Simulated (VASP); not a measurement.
# GaN (P6_3mc) in VASP: notebook

Runs on GaN. Level: r2SCAN. Tasks: single point.

Everything below comes from runs of VASP 6.6.1. Logs are shortened: lines on timing, memory, paths and dates and some standing lists are left out, and cuts for length are marked.

**1. The cell of the first run**

It takes space group P6_3mc (No. 186, hexagonal). The conventional cell has a = 3.183 Å, b = 3.183 Å, c = 5.184 Å, α = 90.00°, β = 90.00°, γ = 120.00°. Ga (site symmetry 3m) has 4 N at 1.95 Å within 2.6 Å. Within 2.6 Å of N (site symmetry 3m) lie 4 Ga at 1.95 Å.

**2. Single point, r2SCAN**

Contents of POSCAR:

```
GaN
1.0
    3.1830969067      0.0000000000      0.0000000000
   -1.5915484534      2.7566427839      0.0000000000
    0.0000000000      0.0000000000      5.1835829314
Ga N
2 2
Direct
    0.6666666667      0.3333333333      0.4991072758
    0.3333333333      0.6666666667      0.9991072758
    0.6666666667      0.3333333333      0.8758927242
    0.3333333333      0.6666666667      0.3758927242
```

Contents of INCAR.step1:

```
SYSTEM = GaN
  PREC = Accurate
  ENCUT = 520
  ISMEAR = 0
  SIGMA = 0.02
  LREAL = .FALSE.
  LASPH = .TRUE.
  NELM = 60
  NBANDS = 26
  GGA = PE
  ALGO = Normal
  EDIFF = 1E-4
  LWAVE = .TRUE.
  LCHARG = .FALSE.
```

Contents of INCAR.step2:

```
SYSTEM = GaN
  PREC = Accurate
  ENCUT = 520
  EDIFF = 1E-6
  ISMEAR = 0
  SIGMA = 0.02
  LREAL = .FALSE.
  LASPH = .TRUE.
  NELM = 60
  ALGO = Normal
  ISIF = 2
  LWAVE = .FALSE.
  LCHARG = .FALSE.
  METAGGA = R2SCAN
  LMIXTAU = .TRUE.
  NBANDS = 26
  ISTART = 1
```

Contents of KPOINTS:

```
Automatic mesh
0
G
  12 12 6
  0 0 0
```

Potentials or basis: VASP PAW PBE potentials, release 64 (Ga_d, N).

Launch:

```bash
> cat potpaw_PBE.64/Ga_d/POTCAR potpaw_PBE.64/N/POTCAR > POTCAR
> cp INCAR.step1 INCAR
> mpirun -np 1 vasp_std > vasp.out
> cp INCAR.step2 INCAR
> mpirun -np 1 vasp_std > vasp.out
```

OUTCAR:

```text
SYSTEM = GaN
   PREC = Accurate
   ENCUT = 520
   EDIFF = 1E-6
   ISMEAR = 0
   LREAL = .FALSE.
   LASPH = .TRUE.
   NELM = 60
   ISIF = 2
   METAGGA = R2SCAN
   ISTART = 1

 ion  position               nearest neighbor table
   1  0.667  0.333  0.499-   4 1.95   4 1.95   4 1.95   3 1.95
   2  0.333  0.667  0.999-   3 1.95   3 1.95   3 1.95   4 1.95
   3  0.667  0.333  0.876-   2 1.95   2 1.95   2 1.95   1 1.95
   4  0.333  0.667  0.376-   1 1.95   1 1.95   1 1.95   2 1.95

  LATTYP: Found a hexagonal cell.
 ALAT       =     3.1830969067
 C/A-ratio  =     1.6284716059

  Lattice vectors:

 A1 = (   3.1830969067,   0.0000000000,   0.0000000000)
 A2 = (  -1.5915484534,   2.7566427839,   0.0000000000)
 A3 = (   0.0000000000,   0.0000000000,   5.1835829314)

Analysis of symmetry for initial positions (statically):
=====================================================================
 Subroutine PRICEL returns:
 Original cell was already a primitive cell.

 Routine SETGRP: Setting up the symmetry group for a
 hexagonal supercell.

 Subroutine GETGRP returns: Found 12 space group operations
 (whereof  6 operations were pure point group operations)
 out of a pool of 24 trial point group operations.

The static configuration has the point symmetry C_3v.
 The point group associated with its full space group is C_6v.

Analysis of symmetry for dynamics (positions and initial velocities):
=====================================================================
 Subroutine PRICEL returns:
 Original cell was already a primitive cell.

 Routine SETGRP: Setting up the symmetry group for a
 hexagonal supercell.

 Subroutine GETGRP returns: Found 12 space group operations
 (whereof  6 operations were pure point group operations)
 out of a pool of 24 trial point group operations.

The dynamic configuration has the point symmetry C_3v.
 The point group associated with its full space group is C_6v.

 Subroutine INISYM returns: Found 12 space group operations
 (whereof  6 operations are pure point group operations),
 and found     1 'primitive' translations

----------------------------------------------------------------------------------------

                                     Primitive cell

  volume of cell :      45.4842

  direct lattice vectors                    reciprocal lattice vectors
     3.183096907  0.000000000  0.000000000     0.314159458  0.181380048  0.000000000
    -1.591548453  2.756642784  0.000000000     0.000000000  0.362760096  0.000000000
[... 86 lines left out ...]
   LASPH  =      T    aspherical Exc in radial PAW
   ENCUT  =  520.0 eV  38.22 Ry    6.18 a.u.   5.92  5.92  9.64*2*pi/ulx,y,z
   NELM   =     60;   NELMIN=  2; NELMDL=  0     # of ELM steps
   EDIFF  = 0.1E-05   stopping-criterion for ELM
   LREAL  =      F    real-space projection
   EDIFFG = 0.1E-04   stopping-criterion for IOM
   NSW    =      0    number of steps for IOM
   IBRION =     -1    ionic relax: 0-MD 1-quasi-New 2-CG
   NFREE  =      0    steps in history (QN), initial steepest desc. (CG)
   ISIF   =      2    stress and relaxation
   ISYM   =      2    0-nonsym 1-usesym 2-fastsym
   POTIM  = 0.5000    time-step for ionic-motion
   TEBEG  =    0.0;   TEEND  =   0.0 temperature during run
   PSTRESS=    0.0 pullay stress
   NELECT =      36.0000    total number of electrons
   NUPDOWN=      -1.0000    fix difference up-down
   EMIN   =  10.00;   EMAX   =-10.00  energy-range for DOS
   EFERMI =   0.00;   METHOD = LEGACY
   ISMEAR =     0;   SIGMA  =   0.02  broadening in eV -4-tet -1-fermi 0-gaus
   EFERMI_NEDOS =   21; number of points for ismear=-14 and -15
   IALGO  =     38    algorithm
   IMIX   =      4    mixing-type and parameters
     AMIX     =   0.40;   BMIX     =  1.00
     AMIX_MAG =   1.60;   BMIX_MAG =  1.00
  volume/ion in A,a.u.               =      11.37        76.74
  Fermi-wavevector in a.u.,A,eV,Ry     =   1.514336  2.861680 31.201057  2.293213
  Thomas-Fermi vector in A             =   2.624007
   LORBIT       =      0    0 simple, 1 ext, 2 COOP (PROOUT), +10 PAW based schemes
   METAGGA = R2SCAN    functional components
   LHFCALC =     F    Hartree Fock is set to
   AEXX    =    0.0000 exact exchange contribution
   IVDW    =     0    specifies the selected vdW correction
   LEPSILON=     F    determine dielectric tensor
   LRPA    =     F    only Hartree local field effects (RPA)
 non-spin polarized calculation
 Gauss-broadening in eV      SIGMA  =   0.02
  energy-cutoff  :      520.00
  volume of cell :       45.48
 maximum number of plane-waves:      1248
 NGX is ok and might be reduce to    24
   NGX = 11   NGY = 11   NGZ = 19

 number of electron      35.9999993 magnetization

 Free energy of the ion-electron system (eV)
  ---------------------------------------------------
  ext. energy  EPLUGINS =         0.00000000
  ---------------------------------------------------
  free energy    TOTEN  =       -43.82087941 eV

  energy without entropy =      -43.82087941  energy(sigma->0) =      -43.82087941

 E-fermi :   5.2720     XC(G=0): -12.6638

 val. band max:        5.1016376301   @ k =   0.0000   0.0000   0.0000
 cond. band min:       7.4454967165   @ k =   0.0000   0.0000   0.0000
 fundamental gap:      2.3438590864
 Fermi energy:         5.2719864383

 k-point     1 :       0.0000    0.0000    0.0000
  band No.  band energies     occupation
      1     -11.7108      2.00000
      2     -10.7043      2.00000
      3      -8.7269      2.00000
      4      -8.7110      2.00000
      5      -8.7110      2.00000
      6      -8.6425      2.00000
[... 685 lines left out ...]
     25      17.2388      0.00000
     26      19.0353      0.00000

 [... further k-points ...]
[... 5 lines left out ...]
  --------------------------------------------------------------------------------------
  -------------------------------------------------------------------------------------
  Total        0.3187722      0.3187722      0.2818224     -0.0000000      0.0000000     -0.0000000
  in kB       11.2287295     11.2287295      9.9271737     -0.0000000      0.0000000     -0.0000000
  external PRESSURE =      10.7948776 kB  Pullay stress =       0.0000000 kB

 VOLUME and BASIS-vectors are now :
 -----------------------------------------------------------------------------
  energy-cutoff  :      520.00
  volume of cell :       45.48
      direct lattice vectors                 reciprocal lattice vectors
     3.183096907  0.000000000  0.000000000     0.314159458  0.181380048  0.000000000
    -1.591548453  2.756642784  0.000000000     0.000000000  0.362760096  0.000000000
     0.000000000  0.000000000  5.183582931     0.000000000  0.000000000  0.192916755

 POSITION                                       TOTAL-FORCE (eV/Angst)
 -----------------------------------------------------------------------------------
      1.59155      0.91888      2.58716        -0.000000      0.000000      0.005657
     -0.00000      1.83776      5.17896         0.000000     -0.000000      0.005657
      1.59155      0.91888      4.54026        -0.000000     -0.000000     -0.005657
     -0.00000      1.83776      1.94847        -0.000000      0.000000     -0.005657
 -----------------------------------------------------------------------------------
    total drift:                                0.000002      0.000004      0.034416

  FREE ENERGIE OF THE ION-ELECTRON SYSTEM (eV)
  ---------------------------------------------------
  free  energy   TOTEN  =       -43.8208794116 eV

  energy  without entropy=      -43.8208794116  energy(sigma->0) =      -43.82087941
```

OUTCAR.step1:

```text
SYSTEM = GaN
   PREC = Accurate
   ENCUT = 520
   ISMEAR = 0
   LREAL = .FALSE.
   LASPH = .TRUE.
   NELM = 60
[... 927 lines left out ...]
     -0.00000      1.83776      5.17896        -0.000000      0.000000      0.005684
      1.59155      0.91888      4.54026        -0.000000      0.000000     -0.005684
     -0.00000      1.83776      1.94847         0.000000     -0.000000     -0.005684
 -----------------------------------------------------------------------------------
    total drift:                               -0.000001     -0.000001     -0.000257

  FREE ENERGIE OF THE ION-ELECTRON SYSTEM (eV)
  ---------------------------------------------------
  free  energy   TOTEN  =       -24.2971915938 eV

  energy  without entropy=      -24.2971915938  energy(sigma->0) =      -24.29719159
```

OSZICAR.step1:

```text
N       E                     dE             d eps       ncg     rms          rms(c)
DAV:   1     0.287309621084E+03    0.28731E+03   -0.17731E+04  4274   0.260E+03
DAV:   2     0.902398819030E+01   -0.27829E+03   -0.26296E+03  4368   0.500E+02
DAV:   3    -0.270480527139E+02   -0.36072E+02   -0.35567E+02  4614   0.145E+02
DAV:   4    -0.283026320637E+02   -0.12546E+01   -0.12484E+01  4736   0.291E+01
DAV:   5    -0.283289785209E+02   -0.26346E-01   -0.26321E-01  4856   0.404E+00    0.110E+01
DAV:   6    -0.242176689246E+02    0.41113E+01   -0.10052E+01  6550   0.492E+01    0.306E+00
DAV:   7    -0.243152587520E+02   -0.97590E-01   -0.14172E+00  4156   0.902E+00    0.271E+00
DAV:   8    -0.243102498529E+02    0.50089E-02   -0.14168E-01  6398   0.504E+00    0.768E-01
DAV:   9    -0.242966718629E+02    0.13578E-01   -0.46488E-02  6466   0.366E+00    0.340E-01
DAV:  10    -0.242972357613E+02   -0.56390E-03   -0.40071E-03  4164   0.417E-01    0.657E-02
DAV:  11    -0.242971915938E+02    0.44167E-04   -0.43543E-04  4806   0.395E-01
   1 F= -.24297192E+02 E0= -.24297192E+02  d E =-.180712E-24
```

Run time: 95 s. Hardware: 1 thread of Intel Xeon 6975P-C (Granite Rapids), shared host; peak memory 0.21 GiB.

What came out:

| Quantity | Value |
| --- | --- |
| Free energy | -43.8209 eV |
| Pressure | 1.1 GPa |
| Largest force | 0.006 eV/Å |
| Band gap on the k mesh | 2.34 eV, direct |

Forces in eV/Å, atoms in the order of the input:
```
Ga   0.000  0.000  0.006
Ga   0.000  0.000  0.006
N    0.000  0.000 -0.006
N    0.000  0.000 -0.006
```

Stress tensor (GPa, compression positive):
```
1.12 0.00 0.00
0.00 1.12 0.00
0.00 0.00 0.99
```

Levels at points of the mesh, in eV from the valence-band top:
```tsv
k point	band 14	band 15	band 16	band 17	band 18	band 19	band 20	band 21	band 22	band 23
(0.00, 0.00, 0.00)	-1.07	-1.07	-0.04	0.00	0.00	2.34	4.81	9.96	10.59	10.59
(0.50, 0.00, 0.00)	-5.39	-4.30	-2.84	-2.24	-1.03	5.58	6.12	6.55	9.35	11.06
(0.00, 0.00, 0.50)	-3.93	-0.55	-0.55	-0.55	-0.55	4.77	4.77	9.18	9.18	11.11
(0.50, 0.00, 0.50)	-6.72	-2.01	-2.01	-1.95	-1.95	4.89	4.89	8.42	8.42	10.76
```

Caveat: the PAW data sets were made with another functional, which shifts forces and pressure a little. r2SCAN opens gaps a little over a GGA but as a rule still falls short of measured ones.

**3. Single point, r2SCAN (biaxial strain in the a-b plane: -2.0 %)**

Contents of POSCAR:

```
GaN
1.0
    3.1194349692      0.0000000000      0.0000000000
   -1.5597174846      2.7015099288      0.0000000000
    0.0000000000      0.0000000000      5.2457859234
Ga N
2 2
Direct
    0.6666666667      0.3333333333      0.4991072756
    0.3333333333      0.6666666667      0.9991072756
    0.6666666667      0.3333333333      0.8758927244
    0.3333333333      0.6666666667      0.3758927244
```

Contents of INCAR.step1:

```
PREC     = Accurate       # precision mode
ENCUT    = 520            # plane-wave cutoff, eV
ISMEAR   = 0              # smearing method
SIGMA    = 0.02           # smearing width, eV
LREAL    = False          # projectors in reciprocal space
LASPH    = True           # aspherical terms in the spheres
NELM     = 60             # most SCF steps
NBANDS   = 26             # bands
GGA      = PE             # functional
ALGO     = Normal         # electronic algorithm
EDIFF    = 1E-4           # SCF threshold, eV
LWAVE    = True           # write WAVECAR
LCHARG   = False          # write CHGCAR
```

Contents of INCAR.step2:

```
PREC     = Accurate       # precision mode
ENCUT    = 520            # plane-wave cutoff, eV
EDIFF    = 1E-6           # SCF threshold, eV
ISMEAR   = 0              # smearing method
SIGMA    = 0.02           # smearing width, eV
LREAL    = False          # projectors in reciprocal space
LASPH    = True           # aspherical terms in the spheres
NELM     = 60             # most SCF steps
ALGO     = Normal         # electronic algorithm
ISIF     = 2              # what is computed and relaxed
LWAVE    = False          # write WAVECAR
LCHARG   = False          # write CHGCAR
METAGGA  = R2SCAN         # meta-GGA
LMIXTAU  = True         
NBANDS   = 26             # bands
ISTART   = 1
```

Contents of KPOINTS:

```
regular mesh
0
Gamma
  12 12 6
```

Potentials or basis: VASP PAW PBE potentials, release 64 (Ga_d, N).

Launch:

```bash
> cat potpaw_PBE.64/Ga_d/POTCAR potpaw_PBE.64/N/POTCAR > POTCAR
> cp INCAR.step1 INCAR
> mpirun -np 1 vasp_std > vasp.out
> cp INCAR.step2 INCAR
> mpirun -np 1 vasp_std > vasp.out
```

It took 1.8 min on 1 thread of Intel Xeon 6975P-C (Granite Rapids), shared host; peak memory 0.21 GiB.

Results (log left out):

| Property | Result |
| --- | --- |
| Free energy | -43.7459 eV |
| Pressure | 7.5 GPa |
| Largest force | 0.369 eV/Å |
| Band gap on the k mesh | 2.42 eV, direct |

Forces on the atoms (eV/Å):
```
Ga   0.000  0.000  0.369
Ga   0.000  0.000  0.369
N    0.000  0.000 -0.369
N    0.000  0.000 -0.369
```

Stress tensor (GPa, compression positive):
```
12.08  0.00  0.00
 0.00 12.08  0.00
 0.00  0.00 -1.71
```

Levels at points of the mesh, in eV from the valence-band top:
| k point | band 15 | band 16 | band 17 | band 18 | band 19 | band 20 | band 21 | band 22 |
| --- | --- | --- | --- | --- | --- | --- | --- | --- |
| (0.00, 0.00, 0.00) | -0.99 | -0.17 | 0.00 | 0.00 | 2.42 | 5.29 | 9.86 | 11.02 |
| (0.50, 0.00, 0.00) | -4.43 | -2.85 | -2.34 | -1.15 | 5.85 | 6.18 | 6.42 | 9.42 |
| (0.00, 0.00, 0.50) | -0.51 | -0.51 | -0.51 | -0.51 | 5.03 | 5.03 | 9.13 | 9.13 |
| (0.50, 0.00, 0.50) | -2.16 | -2.16 | -2.06 | -2.06 | 4.86 | 4.86 | 8.50 | 8.50 |

Caveat: the cell differs from its parent crystal (biaxial strain in the a-b plane: -2.0 %); the PAW data sets were made with another functional, which shifts forces and pressure a little.
